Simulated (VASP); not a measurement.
# Ti12PO23 (a cell with a defect) (Rutile) in VASP: notebook

Runs on Ti12PO23 (a cell with a defect) (Rutile). Level: PBE. Tasks: single point.

Program: VASP 6.6.1. These are calculated values, not measurements. Logs are shortened: lines on timing, memory, paths and dates and some standing lists are left out, and cuts for length are marked.

**1. The cell of the first run**

The cell holds a defect, 36 atoms: a = 6.494 Å, b = 6.494 Å, c = 8.872 Å, α = 90.00°, β = 90.00°, γ = 90.00°.

**2. Single point, PBE**

The input, INCAR:

```
PREC = Accurate
ENCUT = 520
EDIFF = 1E-6
ISMEAR = -1
SIGMA = 0.01
LREAL = Auto
LASPH = True
NELM = 100
ALGO = Normal
ISIF = 2
LWAVE = False
LCHARG = False
GGA = PE
NELECT = 288.0
NBANDS = 168
```

The input, KPOINTS:

```
regular mesh
0
Gamma
  3 3 2
```

The input, POSCAR:

```
Ti12PO23
1.0
    4.5922000000      4.5922000000      0.0000000000
   -4.5922000000      4.5922000000      0.0000000000
    0.0000000000      0.0000000000      8.8722000000
Ti P O
12 1 23
Direct
    0.0000000000      0.0000000000      0.0000000000
    0.0000000000      0.0000000000      0.3333333333
    0.0000000000      0.0000000000      0.6666666667
    0.5000000000      0.5000000000      0.0000000000
    0.5000000000      0.5000000000      0.3333333333
    0.5000000000      0.5000000000      0.6666666667
    0.5000000000      0.0000000000      0.1666666667
    0.5000000000      0.0000000000      0.5000000000
    0.5000000000      0.0000000000      0.8333333333
    0.0000000000      0.5000000000      0.1666666667
    0.0000000000      0.5000000000      0.5000000000
    0.0000000000      0.5000000000      0.8333333333
    0.3049600000      0.0000000000      0.0000000000
    0.3049600000      0.0000000000      0.3333333333
    0.3049600000      0.0000000000      0.6666666667
    0.8049600000      0.5000000000      0.0000000000
    0.8049600000      0.5000000000      0.3333333333
    0.8049600000      0.5000000000      0.6666666667
    0.5000000000      0.3049600000      0.1666666667
    0.5000000000      0.3049600000      0.5000000000
    0.5000000000      0.3049600000      0.8333333333
    0.0000000000      0.8049600000      0.1666666667
    0.0000000000      0.8049600000      0.5000000000
    0.0000000000      0.8049600000      0.8333333333
    0.6950400000      0.0000000000      0.0000000000
    0.6950400000      0.0000000000      0.3333333333
    0.6950400000      0.0000000000      0.6666666667
    0.1950400000      0.5000000000      0.0000000000
    0.1950400000      0.5000000000      0.3333333333
    0.1950400000      0.5000000000      0.6666666667
    0.5000000000      0.6950400000      0.1666666667
    0.5000000000      0.6950400000      0.5000000000
    0.5000000000      0.6950400000      0.8333333333
    0.0000000000      0.1950400000      0.1666666667
    0.0000000000      0.1950400000      0.5000000000
    0.0000000000      0.1950400000      0.8333333333
```

Potentials or basis: VASP PAW PBE potentials, release 64 (Ti_sv, P, O).

Started as:

```sh
cat potpaw_PBE.64/Ti_sv/POTCAR potpaw_PBE.64/P/POTCAR potpaw_PBE.64/O/POTCAR > POTCAR
mpirun -np 1 vasp_std > vasp.out
```

OUTCAR:

```text
PREC = Accurate
   ENCUT = 520
   EDIFF = 1E-6
   ISMEAR = -1
   LREAL = Auto
   LASPH = True
   NELM = 100
   ISIF = 2
   GGA = PE
   NELECT = 288.0

 ion  position               nearest neighbor table
   1  0.000  0.000  0.000-  22 1.95  24 1.95  34 1.95  36 1.95  13 1.98  25 1.98
   2  0.000  0.000  0.333-  22 1.95  34 1.95  23 1.95  35 1.95  14 1.98  26 1.98
   3  0.000  0.000  0.667-  24 1.95  36 1.95  35 1.95  23 1.95  15 1.98  27 1.98
   4  0.500  0.500  0.000-  19 1.95  21 1.95  31 1.95  33 1.95  16 1.98  28 1.98
   5  0.500  0.500  0.333-  19 1.95  31 1.95  20 1.95  32 1.95  17 1.98  29 1.98
   6  0.500  0.500  0.667-  21 1.95  33 1.95  32 1.95  20 1.95  18 1.98  30 1.98
   7  0.500  0.000  0.167-  14 1.95  26 1.95  25 1.95  13 1.95  19 1.98  31 1.98
   8  0.500  0.000  0.500-  14 1.95  15 1.95  26 1.95  27 1.95  20 1.98  32 1.98
   9  0.500  0.000  0.833-  15 1.95  27 1.95  25 1.95  13 1.95  21 1.98  33 1.98
  10  0.000  0.500  0.167-  17 1.95  29 1.95  28 1.95  16 1.95  22 1.98  34 1.98
  11  0.000  0.500  0.500-  17 1.95  18 1.95  29 1.95  30 1.95  23 1.98  35 1.98
  12  0.000  0.500  0.833-  18 1.95  30 1.95  28 1.95  16 1.95  24 1.98  36 1.98
  13  0.305  0.000  0.000-   7 1.95   9 1.95   1 1.98
  14  0.305  0.000  0.333-   7 1.95   8 1.95   2 1.98
  15  0.305  0.000  0.667-   9 1.95   8 1.95   3 1.98
  16  0.805  0.500  0.000-  10 1.95  12 1.95   4 1.98
  17  0.805  0.500  0.333-  10 1.95  11 1.95   5 1.98
  18  0.805  0.500  0.667-  12 1.95  11 1.95   6 1.98
[... 16 lines left out ...]
  35  0.000  0.195  0.500-   2 1.95   3 1.95  11 1.98
  36  0.000  0.195  0.833-   3 1.95   1 1.95  12 1.98

  LATTYP: Found a simple tetragonal cell.
 ALAT       =     6.4943515211
 C/A-ratio  =     1.3661410183

  Lattice vectors:

 A1 = (   4.5922000000,   4.5922000000,   0.0000000000)
 A2 = (  -4.5922000000,   4.5922000000,   0.0000000000)
 A3 = (   0.0000000000,   0.0000000000,   8.8722000000)

Analysis of symmetry for initial positions (statically):
=====================================================================
 Subroutine PRICEL returns:
 Original cell was already a primitive cell.

 Routine SETGRP: Setting up the symmetry group for a
 simple tetragonal supercell.

 Subroutine GETGRP returns: Found  4 space group operations
 (whereof  4 operations were pure point group operations)
 out of a pool of 16 trial point group operations.

The static configuration has the point symmetry C_2v.

Analysis of symmetry for dynamics (positions and initial velocities):
=====================================================================
 Subroutine PRICEL returns:
 Original cell was already a primitive cell.

 Routine SETGRP: Setting up the symmetry group for a
 simple tetragonal supercell.

 Subroutine GETGRP returns: Found  4 space group operations
 (whereof  4 operations were pure point group operations)
 out of a pool of 16 trial point group operations.

The dynamic configuration has the point symmetry C_2v.

 Subroutine INISYM returns: Found  4 space group operations
 (whereof  4 operations are pure point group operations),
 and found     1 'primitive' translations

----------------------------------------------------------------------------------------

                                     Primitive cell

  volume of cell :     374.1992

  direct lattice vectors                    reciprocal lattice vectors
     4.592200000  4.592200000  0.000000000     0.108880275  0.108880275  0.000000000
    -4.592200000  4.592200000  0.000000000    -0.108880275  0.108880275  0.000000000
     0.000000000  0.000000000  8.872200000     0.000000000  0.000000000  0.112711616

  length of vectors
     6.494351521  6.494351521  8.872200000     0.153979962  0.153979962  0.112711616

  position of ions in fractional coordinates (direct lattice)
     0.000000000  0.000000000  0.000000000
     0.000000000  0.000000000  0.333333333
     0.000000000  0.000000000  0.666666667
     0.500000000  0.500000000  0.000000000
     0.500000000  0.500000000  0.333333333
     0.500000000  0.500000000  0.666666667
[... 28 lines left out ...]
     0.000000000  0.195040000  0.500000000
     0.000000000  0.195040000  0.833333333

  ion indices of the primitive-cell ions
   primitive index   ion index
                 1           1
                 2           2
                 3           3
                 4           4
                 5           5
                 6           6
[... 28 lines left out ...]
                35          35
                36          36

----------------------------------------------------------------------------------------

 KPOINTS: regular mesh

Automatic generation of k-mesh.
 Grid dimensions read from file:
 generate k-points for:    3    3    2

 Generating k-lattice:

  Cartesian coordinates                     Fractional coordinates (reciprocal lattice)
     0.036293425  0.036293425  0.000000000     0.333333333  0.000000000  0.000000000
    -0.036293425  0.036293425  0.000000000     0.000000000  0.333333333  0.000000000
     0.000000000  0.000000000  0.056355808     0.000000000  0.000000000  0.500000000

  Length of vectors
     0.051326654  0.051326654  0.056355808

  Shift w.r.t. Gamma in fractional coordinates (k-lattice)
     0.000000000  0.000000000  0.000000000

 Subroutine IBZKPT returns following result:
 ===========================================

 Found      8 irreducible k-points:

 Following reciprocal coordinates:
            Coordinates               Weight
  0.000000  0.000000  0.000000      1.000000
  0.333333  0.000000  0.000000      2.000000
  0.000000  0.333333  0.000000      2.000000
  0.333333  0.333333  0.000000      4.000000
  0.000000  0.000000  0.500000      1.000000
  0.333333  0.000000  0.500000      2.000000
  0.000000  0.333333  0.500000      2.000000
  0.333333  0.333333  0.500000      4.000000
   k-points           NKPTS =      8   k-points in BZ     NKDIM =      8   number of bands    NBANDS=    168
   number of dos      NEDOS =    301   number of ions     NIONS =     36
   total plane-waves  NPLWV = 161280
   dimension x,y,z NGX =    48 NGY =   48 NGZ =   70
   dimension x,y,z NGXF=    96 NGYF=   96 NGZF=  140
   ions per type =              12   1  23
   NGX,Y,Z   is equivalent  to a cutoff of  12.29, 12.29, 13.12 a.u.
   NGXF,Y,Z  is equivalent  to a cutoff of  24.57, 24.57, 26.23 a.u.
 SYSTEM =  unknown system
   PREC   = accura    normal or accurate (medium, high low for compatibility)
   ISTART =      0    job   : 0-new  1-cont  2-samecut
   ICHARG =      2    charge: 1-file 2-atom 10-const
   ISPIN  =      1    spin polarized calculation?
   LNONCOLLINEAR =      F non collinear calculations
   LSORBIT =      F    spin-orbit coupling
   LASPH  =      T    aspherical Exc in radial PAW
   ENCUT  =  520.0 eV  38.22 Ry    6.18 a.u.  12.08 12.08 16.50*2*pi/ulx,y,z
   NELM   =    100;   NELMIN=  2; NELMDL= -5     # of ELM steps
   EDIFF  = 0.1E-05   stopping-criterion for ELM
   LREAL  =      T    real-space projection
   EDIFFG = 0.1E-04   stopping-criterion for IOM
   NSW    =      0    number of steps for IOM
   IBRION =     -1    ionic relax: 0-MD 1-quasi-New 2-CG
   NFREE  =      0    steps in history (QN), initial steepest desc. (CG)
   ISIF   =      2    stress and relaxation
   ISYM   =      2    0-nonsym 1-usesym 2-fastsym
   POTIM  = 0.5000    time-step for ionic-motion
   TEBEG  =    0.0;   TEEND  =   0.0 temperature during run
   PSTRESS=    0.0 pullay stress
   NELECT =     288.0000    total number of electrons
   NUPDOWN=      -1.0000    fix difference up-down
   EMIN   =  10.00;   EMAX   =-10.00  energy-range for DOS
   EFERMI =   0.00;   METHOD = LEGACY
   ISMEAR =    -1;   SIGMA  =   0.01  broadening in eV -4-tet -1-fermi 0-gaus
   EFERMI_NEDOS =   21; number of points for ismear=-14 and -15
   IALGO  =     38    algorithm
   IMIX   =      4    mixing-type and parameters
     AMIX     =   0.40;   BMIX     =  1.00
     AMIX_MAG =   1.60;   BMIX_MAG =  1.00
  volume/ion in A,a.u.               =      10.39        70.15
  Fermi-wavevector in a.u.,A,eV,Ry     =   1.500277  2.835112 30.624403  2.250830
  Thomas-Fermi vector in A             =   2.611798
   LORBIT       =      0    0 simple, 1 ext, 2 COOP (PROOUT), +10 PAW based schemes
   GGA     = PE    functional components
   LHFCALC =     F    Hartree Fock is set to
   AEXX    =    0.0000 exact exchange contribution
   IVDW    =     0    specifies the selected vdW correction
   LEPSILON=     F    determine dielectric tensor
   LRPA    =     F    only Hartree local field effects (RPA)
 non-spin polarized calculation
  energy-cutoff  :      520.00
  volume of cell :      374.20
 maximum number of plane-waves:     10086
   NGX = 25   NGY = 25   NGZ = 33

 number of electron     287.9999981 magnetization

 Free energy of the ion-electron system (eV)
  ---------------------------------------------------
  ext. energy  EPLUGINS =         0.00000000
  ---------------------------------------------------
  free energy    TOTEN  =      -304.09111126 eV

  energy without entropy =     -304.09111126  energy(sigma->0) =     -304.09111126

 E-fermi :   6.2770     XC(G=0): -11.5264

 val. band max:        6.0472908980   @ k =   0.0000   0.0000   0.0000
 cond. band min:       6.9667291014   @ k =   0.0000   0.0000   0.0000
 fundamental gap:      0.9194382033
 Fermi energy:         6.2770305235

 k-point     1 :       0.0000    0.0000    0.0000
  band No.  band energies     occupation
      1     -51.8370      2.00000
      2     -51.7968      2.00000
      3     -51.7821      2.00000
      4     -51.7820      2.00000
      5     -51.7502      2.00000
      6     -51.7384      2.00000
[... 148 lines left out ...]
    155       7.8934      0.00000
    156       7.8973      0.00000

 k-point     2 :       0.3333    0.0000    0.0000
  band No.  band energies     occupation
      1     -51.8368      2.00000
      2     -51.7964      2.00000
      3     -51.7826      2.00000
      4     -51.7819      2.00000
      5     -51.7503      2.00000
      6     -51.7384      2.00000
[... 1102 lines left out ...]
    155       7.9906      0.00000
    156       8.0085      0.00000
 [bands above 156 left out]

------------------------ aborting loop because EDIFF is reached ----------------------------------------

  FORCE on cell =-STRESS in cart. coord.  units (eV):
  Direction    XX          YY          ZZ          XY          YZ          ZX
  --------------------------------------------------------------------------------------
  -------------------------------------------------------------------------------------
  Total       50.0879203     50.0879203     51.3805069     17.3396398      0.0000000      0.0000000
  in kB      214.4572215    214.4572215    219.9915805     74.2416724      0.0000000      0.0000000
  external PRESSURE =     216.3020078 kB  Pullay stress =       0.0000000 kB

 VOLUME and BASIS-vectors are now :
 -----------------------------------------------------------------------------
  energy-cutoff  :      520.00
  volume of cell :      374.20
      direct lattice vectors                 reciprocal lattice vectors
     4.592200000  4.592200000  0.000000000     0.108880275  0.108880275  0.000000000
    -4.592200000  4.592200000  0.000000000    -0.108880275  0.108880275  0.000000000
     0.000000000  0.000000000  8.872200000     0.000000000  0.000000000  0.112711616

 POSITION                                       TOTAL-FORCE (eV/Angst)
 -----------------------------------------------------------------------------------
      0.00000      0.00000      0.00000        -5.521688     -5.521688     -0.000000
      0.00000      0.00000      2.95740        -0.162476     -0.162476     -0.152335
      0.00000      0.00000      5.91480        -0.162476     -0.162476      0.152335
      0.00000      4.59220      0.00000         0.151167      0.151167     -0.000000
      0.00000      4.59220      2.95740        -0.023621     -0.023621     -0.310889
      0.00000      4.59220      5.91480        -0.023621     -0.023621      0.310889
[... 28 lines left out ...]
     -0.89566      0.89566      4.43610        -0.264801      0.297696     -0.000000
     -0.89566      0.89566      7.39350        -0.667164      0.388163     -0.494100
 -----------------------------------------------------------------------------------
    total drift:                               -0.000519     -0.000519     -0.000002

  FREE ENERGIE OF THE ION-ELECTRON SYSTEM (eV)
  ---------------------------------------------------
  free  energy   TOTEN  =      -304.0911112585 eV

  energy  without entropy=     -304.0911112585  energy(sigma->0) =     -304.09111126
```

Run time: 19 min. Hardware: 1 thread of Intel Xeon Platinum 8259CL at 2.50GHz (Skylake/Cascade Lake), shared host; peak memory 0.58 GiB.

Results:

```
Free energy   : -304.0911 eV
Largest force : 7.809 eV/Å
```

Forces on the atoms (eV/Å):
```
Ti  -5.522 -5.522  0.000
Ti  -0.162 -0.162 -0.152
Ti  -0.162 -0.162  0.152
Ti   0.151  0.151  0.000
Ti  -0.024 -0.024 -0.311
Ti  -0.024 -0.024  0.311
Ti   4.097  4.097  4.799
Ti   0.140  0.140  0.000
Ti   4.097  4.097 -4.799
Ti  -0.051 -0.051  0.051
Ti   0.001  0.001  0.000
Ti  -0.051 -0.051 -0.051
P   -3.045 -3.045  0.000
O   -0.473 -0.473  0.650
O   -0.473 -0.473 -0.650
O   -0.064 -0.064  0.000
O   -0.065 -0.065  0.074
O   -0.065 -0.065 -0.074
O   -0.417  0.540  0.189
O   -0.004  0.011  0.000
O   -0.417  0.540 -0.189
O    0.388 -0.667  0.494
O    0.298 -0.265  0.000
O    0.388 -0.667 -0.494
O    0.222  0.222  0.000
O    0.760  0.760  1.123
O    0.760  0.760 -1.123
O    0.109  0.109  0.000
O    0.056  0.056  0.070
O    0.056  0.056 -0.070
O    0.540 -0.417  0.189
O    0.011 -0.004  0.000
O    0.540 -0.417 -0.189
O   -0.667  0.388  0.494
O   -0.265  0.298  0.000
O   -0.667  0.388 -0.494
```

Levels at points of the mesh, in eV from the Fermi level:
| k point | band 141 | band 142 | band 143 | band 144 | band 145 | band 146 | band 147 | band 148 |
| --- | --- | --- | --- | --- | --- | --- | --- | --- |
| (0.00, 0.00, 0.00) | -1.30 | -0.41 | -0.41 | -0.23 | 0.69 | 0.87 | 0.95 | 1.15 |
| (0.00, 0.00, 0.50) | -1.31 | -0.72 | -0.41 | -0.30 | 1.15 | 1.15 | 1.16 | 1.23 |

Caveat: the cell carries a net charge on a neutralising background, which shifts energy and pressure; the cell is charged against a uniform background, so pressure and absolute levels hang on convention.

[end of part 1 of 2]
